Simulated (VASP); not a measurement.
# Al in VASP: notebook

The runs below take Al through single point, relaxation of cell and atoms, with PBE.

All numbers are computed with VASP 6.6.1; they aren't measurements. Logs are shortened: lines on timing, memory, paths and dates and some standing lists are left out, and cuts for length are marked.

## 1. The cell of the first run

The typed cell holds 6 atoms: a = 3.791 Å, b = 3.791 Å, c = 8.416 Å, α = 90.00°, β = 90.00°, γ = 89.99°.

The cell was built from a structure type or drawn by symmetry, and may not be a known phase.

## 2. Single point, PBE

INCAR

```
SYSTEM = Al
ALGO = Normal ; EDIFF = 1E-7
ENCUT = 520 ; GGA = PE
ISIF = 2 ; ISMEAR = 0
LASPH = .TRUE. ; LCHARG = .FALSE.
LREAL = .FALSE. ; LWAVE = .FALSE.
NBANDS = 18 ; NELM = 80
PREC = Accurate ; SIGMA = 0.1
```

KPOINTS

```
k-points
0
G
  4 4 4
  0 0 0
```

POSCAR

```
Al
1.0
    2.6811619387     -2.6806050093      0.0000000000
    2.6811619387      2.6806050093      0.0000000000
    0.0000000000      0.0000000000      8.4158844830
Al
6
Direct
    0.2501086518      0.7498913482      0.6666233552
    0.7498913482      0.2501086518      0.6666233552
    0.7498913482      0.2501086518      0.3333766448
    0.2501086518      0.7498913482      0.3333766448
    0.2500372637      0.7499627363      0.0000000000
    0.7499627363      0.2500372637      0.0000000000
```

Potentials or basis: VASP PAW PBE potentials, release 64 (Al).

The run is started by

```console
cat potpaw_PBE.64/Al/POTCAR > POTCAR
mpirun -np 1 vasp_std > vasp.out
```

OUTCAR:

```text
SYSTEM = Al
   EDIFF = 1E-7
   ENCUT = 520
   GGA = PE
   ISIF = 2
   ISMEAR = 0
   LASPH = .TRUE.
   LREAL = .FALSE.
   NELM = 80
   PREC = Accurate

 ion  position               nearest neighbor table
   1  0.250  0.750  0.667-   2 2.68   2 2.68   2 2.68   2 2.68   4 2.80   5 2.81
   2  0.750  0.250  0.667-   1 2.68   1 2.68   1 2.68   1 2.68   3 2.80   6 2.81
   3  0.750  0.250  0.333-   4 2.68   4 2.68   4 2.68   4 2.68   2 2.80   6 2.81
   4  0.250  0.750  0.333-   3 2.68   3 2.68   3 2.68   3 2.68   1 2.80   5 2.81
   5  0.250  0.750  0.000-   6 2.68   6 2.68   6 2.68   6 2.68   4 2.81   1 2.81
   6  0.750  0.250  0.000-   5 2.68   5 2.68   5 2.68   5 2.68   2 2.81   3 2.81

  LATTYP: Found a base centered orthorhombic cell.
 ALAT       =     5.3612100186
 B/A-ratio  =     1.0002077626
 C/A-ratio  =     1.5697733261

  Lattice vectors:

 A1 = (  -2.6811619387,  -2.6806050093,   0.0000000000)
 A2 = (   2.6811619387,  -2.6806050093,   0.0000000000)
 A3 = (   0.0000000000,   0.0000000000,   8.4158844830)

Analysis of symmetry for initial positions (statically):
=====================================================================
 Subroutine PRICEL returns:
 Original cell was already a primitive cell.

 Routine SETGRP: Setting up the symmetry group for a
 base centered orthorhombic supercell.

 Subroutine GETGRP returns: Found  8 space group operations
 (whereof  8 operations were pure point group operations)
 out of a pool of  8 trial point group operations.

The static configuration has the point symmetry D_2h.

Analysis of symmetry for dynamics (positions and initial velocities):
=====================================================================
 Subroutine PRICEL returns:
 Original cell was already a primitive cell.

 Routine SETGRP: Setting up the symmetry group for a
 base centered orthorhombic supercell.

 Subroutine GETGRP returns: Found  8 space group operations
 (whereof  8 operations were pure point group operations)
 out of a pool of  8 trial point group operations.

The dynamic configuration has the point symmetry D_2h.

 Subroutine INISYM returns: Found  8 space group operations
 (whereof  8 operations are pure point group operations),
 and found     1 'primitive' translations

----------------------------------------------------------------------------------------

                                     Primitive cell

  volume of cell :     120.9722

  direct lattice vectors                    reciprocal lattice vectors
     2.681161939 -2.680605009  0.000000000     0.186486311 -0.186525056  0.000000000
     2.681161939  2.680605009  0.000000000     0.186486311  0.186525056  0.000000000
     0.000000000  0.000000000  8.415884483     0.000000000  0.000000000  0.118822924

  length of vectors
     3.791341789  3.791341789  8.415884483     0.263758869  0.263758869  0.118822924

  position of ions in fractional coordinates (direct lattice)
     0.250108652  0.749891348  0.666623355
     0.749891348  0.250108652  0.666623355
     0.749891348  0.250108652  0.333376645
     0.250108652  0.749891348  0.333376645
     0.250037264  0.749962736  0.000000000
     0.749962736  0.250037264  0.000000000

  ion indices of the primitive-cell ions
   primitive index   ion index
                 1           1
                 2           2
                 3           3
                 4           4
                 5           5
                 6           6

----------------------------------------------------------------------------------------

 KPOINTS: k-points

Automatic generation of k-mesh.
 Grid dimensions read from file:
 generate k-points for:    4    4    4

 Generating k-lattice:

  Cartesian coordinates                     Fractional coordinates (reciprocal lattice)
     0.046621578 -0.046631264  0.000000000     0.250000000  0.000000000  0.000000000
     0.046621578  0.046631264  0.000000000     0.000000000  0.250000000  0.000000000
     0.000000000  0.000000000  0.029705731     0.000000000  0.000000000  0.250000000

  Length of vectors
     0.065939717  0.065939717  0.029705731

  Shift w.r.t. Gamma in fractional coordinates (k-lattice)
     0.000000000  0.000000000  0.000000000

 Subroutine IBZKPT returns following result:
 ===========================================

 Found     21 irreducible k-points:

 Following reciprocal coordinates:
            Coordinates               Weight
  0.000000  0.000000  0.000000      1.000000
  0.250000 -0.000000  0.000000      4.000000
  0.500000 -0.000000  0.000000      2.000000
  0.250000  0.250000  0.000000      2.000000
  0.500000  0.250000  0.000000      4.000000
 -0.250000  0.250000  0.000000      2.000000
[... 13 lines left out ...]
 -0.250000  0.250000  0.500000      2.000000
  0.500000  0.500000  0.500000      1.000000
   k-points           NKPTS =     21   k-points in BZ     NKDIM =     21   number of bands    NBANDS=     18
   number of dos      NEDOS =    301   number of ions     NIONS =      6
   total plane-waves  NPLWV =  50176
   dimension x,y,z NGX =    28 NGY =   28 NGZ =   64
   dimension x,y,z NGXF=    56 NGYF=   56 NGZF=  128
   ions per type =               6
   NGX,Y,Z   is equivalent  to a cutoff of  12.28, 12.28, 12.64 a.u.
   NGXF,Y,Z  is equivalent  to a cutoff of  24.56, 24.56, 25.28 a.u.
 SYSTEM =  Al
   PREC   = accura    normal or accurate (medium, high low for compatibility)
   ISTART =      0    job   : 0-new  1-cont  2-samecut
   ICHARG =      2    charge: 1-file 2-atom 10-const
   ISPIN  =      1    spin polarized calculation?
   LNONCOLLINEAR =      F non collinear calculations
   LSORBIT =      F    spin-orbit coupling
   LASPH  =      T    aspherical Exc in radial PAW
   ENCUT  =  520.0 eV  38.22 Ry    6.18 a.u.   7.05  7.05 15.65*2*pi/ulx,y,z
   NELM   =     80;   NELMIN=  2; NELMDL= -5     # of ELM steps
   EDIFF  = 0.1E-06   stopping-criterion for ELM
   LREAL  =      F    real-space projection
   EDIFFG = 0.1E-05   stopping-criterion for IOM
   NSW    =      0    number of steps for IOM
   IBRION =     -1    ionic relax: 0-MD 1-quasi-New 2-CG
   NFREE  =      0    steps in history (QN), initial steepest desc. (CG)
   ISIF   =      2    stress and relaxation
   ISYM   =      2    0-nonsym 1-usesym 2-fastsym
   POTIM  = 0.5000    time-step for ionic-motion
   TEBEG  =    0.0;   TEEND  =   0.0 temperature during run
   PSTRESS=    0.0 pullay stress
   NELECT =      18.0000    total number of electrons
   NUPDOWN=      -1.0000    fix difference up-down
   EMIN   =  10.00;   EMAX   =-10.00  energy-range for DOS
   EFERMI =   0.00;   METHOD = LEGACY
   ISMEAR =     0;   SIGMA  =   0.10  broadening in eV -4-tet -1-fermi 0-gaus
   EFERMI_NEDOS =   21; number of points for ismear=-14 and -15
   IALGO  =     38    algorithm
   IMIX   =      4    mixing-type and parameters
     AMIX     =   0.40;   BMIX     =  1.00
     AMIX_MAG =   1.60;   BMIX_MAG =  1.00
  volume/ion in A,a.u.               =      20.16       136.06
  Fermi-wavevector in a.u.,A,eV,Ry     =   0.867502  1.639341 10.239195  0.752560
  Thomas-Fermi vector in A             =   1.986045
   LORBIT       =      0    0 simple, 1 ext, 2 COOP (PROOUT), +10 PAW based schemes
   GGA     = PE    functional components
   LHFCALC =     F    Hartree Fock is set to
   AEXX    =    0.0000 exact exchange contribution
   IVDW    =     0    specifies the selected vdW correction
   LEPSILON=     F    determine dielectric tensor
   LRPA    =     F    only Hartree local field effects (RPA)
 non-spin polarized calculation
 Gauss-broadening in eV      SIGMA  =   0.10
  energy-cutoff  :      520.00
  volume of cell :      120.97
 maximum number of plane-waves:      3280
   NGX = 15   NGY = 15   NGZ = 31

 number of electron      18.0000000 magnetization

 Free energy of the ion-electron system (eV)
  ---------------------------------------------------
  ext. energy  EPLUGINS =         0.00000000
  ---------------------------------------------------
  free energy    TOTEN  =       -20.33123916 eV

  energy without entropy =      -20.31596912  energy(sigma->0) =      -20.32360414

 E-fermi :   5.4882     XC(G=0):  -9.4218

 val. band max:        5.4654932477   @ k =   0.2500  -0.0000   0.5000
 cond. band min:       5.7682500215   @ k =   0.0000   0.0000   0.5000
 fundamental gap:      0.3027567739
 Fermi energy:         5.4882144451

 k-point     1 :       0.0000    0.0000    0.0000
  band No.  band energies     occupation
      1      -3.9041      2.00000
      2      -1.8909      2.00000
      3      -1.8893      2.00000
      4       4.3044      2.00000
      5       4.3057      2.00000
      6       5.3195      1.98297
[... 10 lines left out ...]
     17       9.7523      0.00000
     18      13.2517      0.00000

 k-point     2 :       0.2500   -0.0000    0.0000
  band No.  band energies     occupation
      1      -3.2675      2.00000
      2      -1.2604      2.00000
      3      -1.2588      2.00000
      4       1.6976      2.00000
      5       3.6322      2.00000
      6       3.6338      2.00000
[... 10 lines left out ...]
     17      11.0310      0.00000
     18      11.6971      0.00000

 k-point     3 :       0.5000   -0.0000    0.0000
  band No.  band energies     occupation
      1      -1.3785      2.00000
      2      -1.3757      2.00000
      3       0.6075      2.00000
      4       0.6088      2.00000
      5       0.6099      2.00000
      6       0.6120      2.00000
[... 10 lines left out ...]
     17       9.3343      0.00000
     18       9.3366      0.00000

 k-point     4 :       0.2500    0.2500    0.0000
  band No.  band energies     occupation
      1      -2.6363      2.00000
      2      -0.6351      2.00000
      3      -0.6335      2.00000
      4       1.9367      2.00000
      5       2.7701      2.00000
      6       3.9321      2.00000
[... 312 lines left out ...]
      4      -0.2612      2.00000
      5       3.1028      2.00000
      6       3.1057      2.00000
[... 10 lines left out ...]
     17      11.3473      0.00000
     18      11.3497      0.00000

 k-point    20 :      -0.2500    0.2500    0.5000
  band No.  band energies     occupation
      1      -2.1289      2.00000
      2      -2.1272      2.00000
      3       1.2512      2.00000
      4       2.4379      2.00000
      5       2.4399      2.00000
      6       2.6711      2.00000
[... 10 lines left out ...]
     17      10.6176      0.00000
     18      11.2449      0.00000

 k-point    21 :       0.5000    0.5000    0.5000
  band No.  band energies     occupation
      1       1.1860      2.00000
      2       1.1880      2.00000
      3       1.1892      2.00000
      4       1.1912      2.00000
      5       2.0689      2.00000
      6       2.0696      2.00000
[... 10 lines left out ...]
     17      12.4862      0.00000
     18      12.4882      0.00000

------------------------ aborting loop because EDIFF is reached ----------------------------------------

  FORCE on cell =-STRESS in cart. coord.  units (eV):
  Direction    XX          YY          ZZ          XY          YZ          ZX
  --------------------------------------------------------------------------------------
  -------------------------------------------------------------------------------------
  Total       -0.1234652     -0.0877113     -0.0030786     -0.0000000      0.0000000      0.0000000
  in kB       -1.6351948     -1.1616644     -0.0407733     -0.0000000      0.0000000      0.0000000
  external PRESSURE =      -0.9458775 kB  Pullay stress =       0.0000000 kB

 VOLUME and BASIS-vectors are now :
 -----------------------------------------------------------------------------
  energy-cutoff  :      520.00
  volume of cell :      120.97
      direct lattice vectors                 reciprocal lattice vectors
     2.681161939 -2.680605009  0.000000000     0.186486311 -0.186525056  0.000000000
     2.681161939  2.680605009  0.000000000     0.186486311  0.186525056  0.000000000
     0.000000000  0.000000000  8.415884483     0.000000000  0.000000000  0.118822924

 POSITION                                       TOTAL-FORCE (eV/Angst)
 -----------------------------------------------------------------------------------
      2.68116      1.33972      5.61023         0.000000      0.006864      0.002447
      2.68116     -1.33972      5.61023         0.000000     -0.006864      0.002447
      2.68116     -1.33972      2.80566         0.000000     -0.006864     -0.002447
      2.68116      1.33972      2.80566         0.000000      0.006864     -0.002447
      2.68116      1.34010      0.00000         0.000000      0.002820      0.000000
      2.68116     -1.34010      0.00000         0.000000     -0.002820      0.000000
 -----------------------------------------------------------------------------------
    total drift:                               -0.000000     -0.000000      0.000000

  FREE ENERGIE OF THE ION-ELECTRON SYSTEM (eV)
  ---------------------------------------------------
  free  energy   TOTEN  =       -20.3312391557 eV

  energy  without entropy=      -20.3159691163  energy(sigma->0) =      -20.32360414
```

It took 18 s on 1 thread of Intel Xeon Platinum 8488C (Sapphire Rapids), shared host; peak memory 0.21 GiB.

Results:

```
Free energy            : -20.3312 eV
Pressure               : -0.1 GPa
Largest force          : 0.007 eV/Å
Band gap on the k mesh : zero (bands 9 and 10 overlap by 4.67 eV)
```

Forces in eV/Å, atoms in the order of the input:
```
Al   0.000  0.007  0.002
Al   0.000 -0.007  0.002
Al   0.000 -0.007 -0.002
Al   0.000  0.007 -0.002
Al   0.000  0.003  0.000
Al   0.000 -0.003  0.000
```

Stress tensor (GPa, compression positive):
```
-0.16  0.00  0.00
 0.00 -0.12  0.00
 0.00  0.00  0.00
```

Caveat: the k points lie up to 0.41 Å⁻¹ apart, too coarse for converged energies and pressures of a metal.

## 3. Single point, PBE

This run uses another cell than the first one: it holds 1 atom, not 6.

INCAR

```
ALGO = Normal
EDIFF = 1E-6
ENCUT = 520
GGA = PE
ISIF = 2
ISMEAR = 0
LASPH = True
LCHARG = False
LREAL = False
LWAVE = False
NBANDS = 8
NELM = 60
PREC = Accurate
SIGMA = 0.1
```

KPOINTS

```
k-points
0
Gamma
  20 20 20
```

POSCAR

```
Al
1.0
    2.7214351872      0.0000000000      0.0000000000
    0.0000000000      2.7214351872      0.0000000000
    0.0000000000      0.0000000000      2.7222041871
Al
1
Direct
    0.5000000000      0.5000000000      0.0000000000
```

Potentials or basis: VASP PAW PBE potentials, release 64 (Al).

The run is started by

```console
cat potpaw_PBE.64/Al/POTCAR > POTCAR
mpirun -np 1 vasp_std > vasp.out
```

OUTCAR:

```text
EDIFF = 1E-6
   ENCUT = 520
   GGA = PE
   ISIF = 2
   ISMEAR = 0
   LASPH = True
   LREAL = False
   NELM = 60
   PREC = Accurate

 ion  position               nearest neighbor table
   1  0.500  0.500  0.000-

  LATTYP: Found a simple tetragonal cell.
 ALAT       =     2.7214351872
 C/A-ratio  =     1.0002825715

  Lattice vectors:

 A1 = (   2.7214351872,   0.0000000000,   0.0000000000)
 A2 = (   0.0000000000,   2.7214351872,   0.0000000000)
[... 435 lines left out ...]
  band No.  band energies     occupation
      1      -2.9129      2.00000
      2       8.3953      0.00000
      3      12.0756      0.00000
      4      15.5979      0.00000
      5      16.4530      0.00000
      6      20.0746      0.00000
      7      23.4432      0.00000
      8      24.7471      0.00000

 [... further k-points ...]
[... 5 lines left out ...]
  --------------------------------------------------------------------------------------
  -------------------------------------------------------------------------------------
  Total       -0.0001906     -0.0001906     -0.0047335      0.0000000      0.0000000      0.0000000
  in kB       -0.0151497     -0.0151497     -0.3761595      0.0000000      0.0000000      0.0000000
  external PRESSURE =      -0.1354863 kB  Pullay stress =       0.0000000 kB

 VOLUME and BASIS-vectors are now :
 -----------------------------------------------------------------------------
  energy-cutoff  :      520.00
  volume of cell :       20.16
      direct lattice vectors                 reciprocal lattice vectors
     2.721435187  0.000000000  0.000000000     0.367453175  0.000000000  0.000000000
     0.000000000  2.721435187  0.000000000     0.000000000  0.367453175  0.000000000
     0.000000000  0.000000000  2.722204187     0.000000000  0.000000000  0.367349373

 POSITION                                       TOTAL-FORCE (eV/Angst)
 -----------------------------------------------------------------------------------
      1.36072      1.36072      0.00000         0.000000      0.000000      0.000000
 -----------------------------------------------------------------------------------
    total drift:                               -0.000000      0.000000     -0.000000

  FREE ENERGIE OF THE ION-ELECTRON SYSTEM (eV)
  ---------------------------------------------------
  free  energy   TOTEN  =        -3.3763142213 eV

  energy  without entropy=       -3.3742933021  energy(sigma->0) =       -3.37530376
```

stdout:

```text
POSCAR found type information on POSCAR Al
 POSCAR found :  1 types and       1 ions
 scaLAPACK will be used
 LDA part: xc-table for (Slater+PW92), standard interpolation
 POSCAR, INCAR and KPOINTS ok, starting setup
 FFT: planning ... GRIDC
 FFT: planning ... GRID_SOFT
 FFT: planning ... GRID
 WAVECAR not read
 entering main loop
```

It took 28 s on 1 thread of Intel Xeon Platinum 8488C (Sapphire Rapids), shared host; peak memory 0.2 GiB.

What came out:

```yaml
Free_energy: -3.3763 eV
Pressure: 0.0 GPa
Band_gap_on_the_k_mesh: zero (an odd number of electrons rules out a gap without spin polarisation)
```

[end of part 1 of 2]
